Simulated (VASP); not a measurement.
# Al in VASP: relaxation of the atoms with PBE+D3(BJ)

Aim: the relaxation of the atoms of Al with PBE+D3(BJ).

All numbers are computed with VASP 6.6.1; they aren't measurements. Logs are shortened: lines on timing, memory, paths and dates and some standing lists are left out, and cuts for length are marked.

## 1. The cell of the first run

The cell holds a slab with vacuum, 8 atoms: a = 3.983 Å, b = 3.983 Å, c = 22.974 Å, α = 90.00°, β = 90.00°, γ = 90.00°.

## 2. Relaxation of the atoms, PBE+D3(BJ)

Contents of INCAR:

```
SYSTEM = Al
PREC = Accurate
ENCUT = 520
EDIFF = 1E-7
ISMEAR = 0
SIGMA = 0.1
LREAL = .FALSE.
LASPH = .TRUE.
NELM = 80
ALGO = Normal
ISIF = 2
LWAVE = .FALSE.
LCHARG = .FALSE.
LDIPOL = .TRUE.
IDIPOL = 3
DIPOL = 0.5 0.5 0.500
GGA = PE
IVDW = 12
IBRION = 2
NSW = 90
EDIFFG = -0.03
```

Contents of KPOINTS:

```
regular mesh
0
G
  7 7 1
  0 0 0
```

Contents of POSCAR:

```
Al
1.0
    3.9827327097      0.0000000000      0.0000000000
    0.0000000000      3.9827327097      0.0000000000
    0.0000000000      0.0000000000     22.9740990645
Al
8
Selective dynamics
Direct
    0.0000000000      0.5000000000      0.3699818642  F F F
    0.5000000000      0.0000000000      0.3699818642  F F F
    0.5000000000      0.5000000000      0.4566606214  F F F
    0.0000000000      0.0000000000      0.4566606214  F F F
    0.0000000000      0.5000000000      0.5433393786  T T T
    0.5000000000      0.0000000000      0.5433393786  T T T
    0.5000000000      0.5000000000      0.6300181358  T T T
    0.0000000000      0.0000000000      0.6300181358  T T T
```

Potentials or basis: VASP PAW PBE potentials, release 64 (Al).

Started as:

```
$ cat potpaw_PBE.64/Al/POTCAR > POTCAR
$ mpirun -np 1 vasp_std > vasp.out
```

OUTCAR:

```text
SYSTEM = Al
   PREC = Accurate
   ENCUT = 520
   EDIFF = 1E-7
   ISMEAR = 0
   LREAL = .FALSE.
   LASPH = .TRUE.
   NELM = 80
   ISIF = 2
   GGA = PE
   IVDW = 12
   IBRION = 2
   NSW = 90
   EDIFFG = -0.03
 IVDW          = 12

 ion  position               nearest neighbor table
   1  0.000  0.500  0.370-   3 2.82   4 2.82   4 2.82   3 2.82   2 2.82   2 2.82   2 2.82   2 2.82

   2  0.500  0.000  0.370-   3 2.82   4 2.82   3 2.82   4 2.82   1 2.82   1 2.82   1 2.82   1 2.82

   3  0.500  0.500  0.457-   1 2.82   2 2.82   2 2.82   1 2.82   5 2.82   6 2.82   6 2.82   5 2.82
                             4 2.82   4 2.82   4 2.82   4 2.82
   4  0.000  0.000  0.457-   1 2.82   2 2.82   1 2.82   2 2.82   5 2.82   5 2.82   6 2.82   6 2.82
                             3 2.82   3 2.82   3 2.82   3 2.82
   5  0.000  0.500  0.543-   7 2.82   8 2.82   8 2.82   7 2.82   4 2.82   3 2.82   3 2.82   4 2.82
                             6 2.82   6 2.82   6 2.82   6 2.82
   6  0.500  0.000  0.543-   7 2.82   8 2.82   7 2.82   8 2.82   3 2.82   3 2.82   4 2.82   4 2.82
                             5 2.82   5 2.82   5 2.82   5 2.82
   7  0.500  0.500  0.630-   5 2.82   6 2.82   6 2.82   5 2.82   8 2.82   8 2.82   8 2.82   8 2.82

   8  0.000  0.000  0.630-   5 2.82   6 2.82   5 2.82   6 2.82   7 2.82   7 2.82   7 2.82   7 2.82

  LATTYP: Found a simple tetragonal cell.
 ALAT       =     3.9827327097
 C/A-ratio  =     5.7684260379

  Lattice vectors:

 A1 = (   3.9827327097,   0.0000000000,   0.0000000000)
 A2 = (   0.0000000000,   3.9827327097,   0.0000000000)
 A3 = (   0.0000000000,   0.0000000000,  22.9740990645)

Analysis of symmetry for initial positions (statically):
=====================================================================
 Subroutine PRICEL returns following result:

  LATTYP: Found a simple tetragonal cell.
 ALAT       =     2.8162173067
 C/A-ratio  =     8.1577863363

  Lattice vectors:

 A1 = (   1.9913663549,  -1.9913663549,   0.0000000000)
 A2 = (   1.9913663549,   1.9913663548,   0.0000000000)
 A3 = (   0.0000000000,   0.0000000000,  22.9740990645)

   2 primitive cells build up your supercell.

 Routine SETGRP: Setting up the symmetry group for a
 simple tetragonal supercell.

 Subroutine GETGRP returns: Found 16 space group operations
 (whereof  8 operations were pure point group operations)
 out of a pool of 16 trial point group operations.

The static configuration has the point symmetry C_4v.
 The point group associated with its full space group is D_4h.

Analysis of symmetry for dynamics (positions and initial velocities):
=====================================================================
 Subroutine PRICEL returns following result:

  LATTYP: Found a simple tetragonal cell.
 ALAT       =     2.8162173067
 C/A-ratio  =     8.1577863363

  Lattice vectors:

 A1 = (   1.9913663549,  -1.9913663549,   0.0000000000)
 A2 = (   1.9913663549,   1.9913663548,   0.0000000000)
 A3 = (   0.0000000000,   0.0000000000,  22.9740990645)

   2 primitive cells build up your supercell.

 Routine SETGRP: Setting up the symmetry group for a
 simple tetragonal supercell.

 Subroutine GETGRP returns: Found 16 space group operations
 (whereof  8 operations were pure point group operations)
 out of a pool of 16 trial point group operations.

The dynamic configuration has the point symmetry C_4v.
 The point group associated with its full space group is D_4h.

Analysis of constrained symmetry for selective dynamics:
=====================================================================
 Subroutine PRICEL returns following result:

  LATTYP: Found a simple tetragonal cell.
 ALAT       =     2.8162173067
 C/A-ratio  =     8.1577863363

  Lattice vectors:

 A1 = (   1.9913663549,  -1.9913663549,   0.0000000000)
 A2 = (   1.9913663549,   1.9913663548,   0.0000000000)
 A3 = (   0.0000000000,   0.0000000000,  22.9740990645)

   2 primitive cells build up your supercell.

 Routine SETGRP: Setting up the symmetry group for a
 simple tetragonal supercell.

 Subroutine GETGRP returns: Found  8 space group operations
 (whereof  8 operations were pure point group operations)
 out of a pool of 16 trial point group operations.

The constrained configuration has the point symmetry C_4v.

 Subroutine INISYM returns: Found  8 space group operations
 (whereof  8 operations are pure point group operations),
 and found     2 'primitive' translations

----------------------------------------------------------------------------------------

                                     Primitive cell

  volume of cell :     182.2094

  direct lattice vectors                    reciprocal lattice vectors
     1.991366355 -1.991366355  0.000000000     0.251083885 -0.251083885  0.000000000
     1.991366355  1.991366355  0.000000000     0.251083885  0.251083885  0.000000000
     0.000000000  0.000000000 22.974099065     0.000000000  0.000000000  0.043527278

  length of vectors
     2.816217307  2.816217307 22.974099065     0.355086235  0.355086235  0.043527278

  position of ions in fractional coordinates (direct lattice)
     0.500000000  0.500000000  0.369981864
     1.000000000  0.000000000  0.456660621
     0.500000000  0.500000000  0.543339379
     1.000000000  0.000000000  0.630018136

  ion indices of the primitive-cell ions
   primitive index   ion index
                 1           1
                 2           3
                 3           5
                 4           7

----------------------------------------------------------------------------------------

 KPOINTS: regular mesh

Automatic generation of k-mesh.
 Grid dimensions read from file:
 generate k-points for:    7    7    1

 Generating k-lattice:

  Cartesian coordinates                     Fractional coordinates (reciprocal lattice)
     0.035869126  0.000000000  0.000000000     0.142857143  0.000000000  0.000000000
     0.000000000  0.035869126  0.000000000     0.000000000  0.142857143  0.000000000
     0.000000000  0.000000000  0.043527278     0.000000000  0.000000000  1.000000000

  Length of vectors
     0.035869126  0.035869126  0.043527278

  Shift w.r.t. Gamma in fractional coordinates (k-lattice)
     0.000000000  0.000000000  0.000000000

 Subroutine IBZKPT returns following result:
 ===========================================

 Found     10 irreducible k-points:

 Following reciprocal coordinates:
            Coordinates               Weight
  0.000000  0.000000  0.000000      1.000000
  0.142857  0.000000  0.000000      4.000000
  0.285714  0.000000  0.000000      4.000000
  0.428571  0.000000  0.000000      4.000000
  0.142857  0.142857  0.000000      4.000000
  0.285714  0.142857  0.000000      8.000000
  0.428571  0.142857  0.000000      8.000000
  0.285714  0.285714  0.000000      4.000000
  0.428571  0.285714  0.000000      8.000000
  0.428571  0.428571  0.000000      4.000000
   k-points           NKPTS =     10   k-points in BZ     NKDIM =     10   number of bands    NBANDS=     17
   number of dos      NEDOS =    301   number of ions     NIONS =      8
   total plane-waves  NPLWV = 162000
   dimension x,y,z NGX =    30 NGY =   30 NGZ =  180
   dimension x,y,z NGXF=    60 NGYF=   60 NGZF=  360
   ions per type =               8
   NGX,Y,Z   is equivalent  to a cutoff of  12.52, 12.52, 13.03 a.u.
   NGXF,Y,Z  is equivalent  to a cutoff of  25.05, 25.05, 26.05 a.u.
 SYSTEM =  Al
   PREC   = accura    normal or accurate (medium, high low for compatibility)
   ISTART =      0    job   : 0-new  1-cont  2-samecut
   ICHARG =      2    charge: 1-file 2-atom 10-const
   ISPIN  =      1    spin polarized calculation?
   LNONCOLLINEAR =      F non collinear calculations
   LSORBIT =      F    spin-orbit coupling
   LASPH  =      T    aspherical Exc in radial PAW
   ENCUT  =  520.0 eV  38.22 Ry    6.18 a.u.   7.41  7.41 42.72*2*pi/ulx,y,z
   NELM   =     80;   NELMIN=  2; NELMDL= -5     # of ELM steps
   EDIFF  = 0.1E-06   stopping-criterion for ELM
   LREAL  =      F    real-space projection
   EDIFFG = -.3E-01   stopping-criterion for IOM
   NSW    =     90    number of steps for IOM
   IBRION =      2    ionic relax: 0-MD 1-quasi-New 2-CG
   NFREE  =      1    steps in history (QN), initial steepest desc. (CG)
   ISIF   =      2    stress and relaxation
   ISYM   =      2    0-nonsym 1-usesym 2-fastsym
   POTIM  = 0.5000    time-step for ionic-motion
   TEBEG  =    0.0;   TEEND  =   0.0 temperature during run
   PSTRESS=    0.0 pullay stress
   NELECT =      24.0000    total number of electrons
   NUPDOWN=      -1.0000    fix difference up-down
   EMIN   =  10.00;   EMAX   =-10.00  energy-range for DOS
   EFERMI =   0.00;   METHOD = LEGACY
   ISMEAR =     0;   SIGMA  =   0.10  broadening in eV -4-tet -1-fermi 0-gaus
   EFERMI_NEDOS =   21; number of points for ismear=-14 and -15
   IALGO  =     38    algorithm
   IMIX   =      4    mixing-type and parameters
     AMIX     =   0.40;   BMIX     =  1.00
     AMIX_MAG =   1.60;   BMIX_MAG =  1.00
  volume/ion in A,a.u.               =      45.55       307.40
  Fermi-wavevector in a.u.,A,eV,Ry     =   0.661117  1.249330  5.946775  0.437076
  Thomas-Fermi vector in A             =   1.733776
   LORBIT       =      0    0 simple, 1 ext, 2 COOP (PROOUT), +10 PAW based schemes
   GGA     = PE    functional components
   LHFCALC =     F    Hartree Fock is set to
   AEXX    =    0.0000 exact exchange contribution
   IVDW    =    12    specifies the selected vdW correction
   LEPSILON=     F    determine dielectric tensor
   LRPA    =     F    only Hartree local field effects (RPA)
 conjugate gradient relaxation of ions
 non-spin polarized calculation
 Gauss-broadening in eV      SIGMA  =   0.10
  energy-cutoff  :      520.00
  volume of cell :      364.42
 maximum number of plane-waves:      9909
 NGX is ok and might be reduce to    30
   NGX = 15   NGY = 15   NGZ = 85

--------------------------------------- Ionic step        1  -------------------------------------------

 number of electron      24.0000000 magnetization

 Free energy of the ion-electron system (eV)
  ---------------------------------------------------
  ext. energy  EPLUGINS =         0.00000000
  ---------------------------------------------------
  free energy    TOTEN  =       -28.00691322 eV

  energy without entropy =      -27.98219164  energy(sigma->0) =      -27.99455243

------------------------ aborting loop because EDIFF is reached ----------------------------------------

 Edisp (eV)   -2.00384

 E8    (eV) :    -0.9332
[... 123 lines left out ...]
  FREE ENERGIE OF THE ION-ELECTRON SYSTEM (eV)
  ---------------------------------------------------
  free  energy   TOTEN  =       -30.0195856085 eV

  energy  without entropy=      -29.9927089609  energy(sigma->0) =      -30.00614728

 dipolmoment           0.000000      0.000000      0.007864 electrons x Angstroem

[... ionic steps 4 to 8 ...]

--------------------------------------- Ionic step        9  -------------------------------------------

 number of electron      24.0000000 magnetization

------------------------ aborting loop because EDIFF is reached ----------------------------------------
[... 43 lines left out ...]
 number of electron      24.0000000 magnetization

------------------------ aborting loop because EDIFF is reached ----------------------------------------

 vacuum level on the upper side and lower side of the slab       (xc-potential included)        -0.020         0.005

 Edisp (eV)   -1.97178

 E8    (eV) :    -0.9171

  FORCE on cell =-STRESS in cart. coord.  units (eV):
  Direction    XX          YY          ZZ          XY          YZ          ZX
  --------------------------------------------------------------------------------------
  -------------------------------------------------------------------------------------
  Total      -3.74845    -3.74845     0.54779     0.00000     0.00000     0.00000
  in kB     -16.48017   -16.48017     2.40838     0.00000     0.00000     0.00000
  external pressure =      -10.18 kB  Pullay stress =        0.00 kB
[... 29 lines left out ...]
--------------------------------------- Ionic step       11  -------------------------------------------

 number of electron      24.0000000 magnetization

 dipolmoment           0.000000      0.000000     -0.001709 electrons x Angstroem

 Free energy of the ion-electron system (eV)
  ---------------------------------------------------
  ext. energy  EPLUGINS =         0.00000000
  ---------------------------------------------------
  free energy    TOTEN  =       -28.06266326 eV

  energy without entropy =      -28.03812441  energy(sigma->0) =      -28.05039384

 E-fermi :   0.2684     XC(G=0):  -4.4908

 val. band max:        0.2557387801   @ k =   0.4286   0.4286   0.0000
 cond. band min:       0.2699550654   @ k =   0.4286   0.4286   0.0000
 fundamental gap:      0.0142162853
 Fermi energy:         0.2684370719

 k-point     1 :       0.0000    0.0000    0.0000
  band No.  band energies     occupation
      1     -10.6119      2.00000
      2      -9.2665      2.00000
      3      -7.0824      2.00000
      4      -4.2709      2.00000
      5      -2.2346      2.00000
      6      -2.2346      2.00000
[... 179 lines left out ...]
      6      -4.6391      2.00000
[... 9 lines left out ...]
     16       0.9929      0.00000
     17       1.8708      0.00000

------------------------ aborting loop because EDIFF is reached ----------------------------------------

 vacuum level on the upper side and lower side of the slab       (xc-potential included)        -0.021        -0.003

 Edisp (eV)   -1.97414

 E8    (eV) :    -0.9182

  FORCE on cell =-STRESS in cart. coord.  units (eV):
  Direction    XX          YY          ZZ          XY          YZ          ZX
  --------------------------------------------------------------------------------------
  -------------------------------------------------------------------------------------
  Total      -3.68457    -3.68457     0.68234     0.00000     0.00000     0.00000
  in kB     -16.19931   -16.19931     2.99994     0.00000     0.00000     0.00000
  external pressure =       -9.80 kB  Pullay stress =        0.00 kB
[... 23 lines left out ...]
  FREE ENERGIE OF THE ION-ELECTRON SYSTEM (eV)
  ---------------------------------------------------
  free  energy   TOTEN  =       -30.0368077492 eV

  energy  without entropy=      -30.0122689044  energy(sigma->0) =      -30.02453833

 reached required accuracy - stopping structural energy minimisation

 vacuum level on the upper side and lower side of the slab         4.470         4.488
```

Wall time 12 min (1 thread of AMD EPYC 7R43 (Zen 3), shared host); peak memory 0.44 GiB.

Results:

| Item | Value |
| --- | --- |
| Free energy | -30.0368 eV |
| Energy gained by relaxing | 3.3 meV/atom |
| Ionic steps | 11 |
| Band gap on the k mesh | zero (bands 12 and 13 overlap by 2.28 eV) |
| Dispersion energy per atom | -0.247 eV |

Step by step:
| step | energy change (eV) | largest force on free atoms (eV/Å) | pressure (GPa) |
| --- | --- | --- | --- |
| 1 | 0.0000 | 0.1595 | -0.54 |
| 2 | -0.0025 | 0.1426 | -0.57 |
| 3 | -0.0088 | 0.0993 | -0.64 |
| 4 | -0.0164 | 0.1702 | -0.79 |
| 5 | -0.0129 | 0.2206 | -1.06 |
| 6 | -0.0178 | 0.2017 | -0.89 |
| 7 | -0.0210 | 0.1618 | -0.93 |
| 8 | -0.0252 | 0.0454 | -1.03 |
| 9 | -0.0252 | 0.0453 | -1.03 |
| 10 | -0.0256 | 0.0342 | -1.02 |
| 11 | -0.0261 | 0.0032 | -0.98 |

Final structure:
```xyz
8
Lattice="3.9827 0.0000 0.0000 0.0000 3.9827 0.0000 0.0000 0.0000 22.9741" Properties=species:S:1:pos:R:3 pbc="T T T"
Al    0.0000    1.9914    8.5000
Al    1.9914    0.0000    8.5000
Al    1.9914    1.9914   10.4914
Al    0.0000    0.0000   10.4914
Al    0.0000    1.9914   12.5554
Al    1.9914    0.0000   12.5554
Al    1.9914    1.9914   14.6029
Al    0.0000    0.0000   14.6029
```
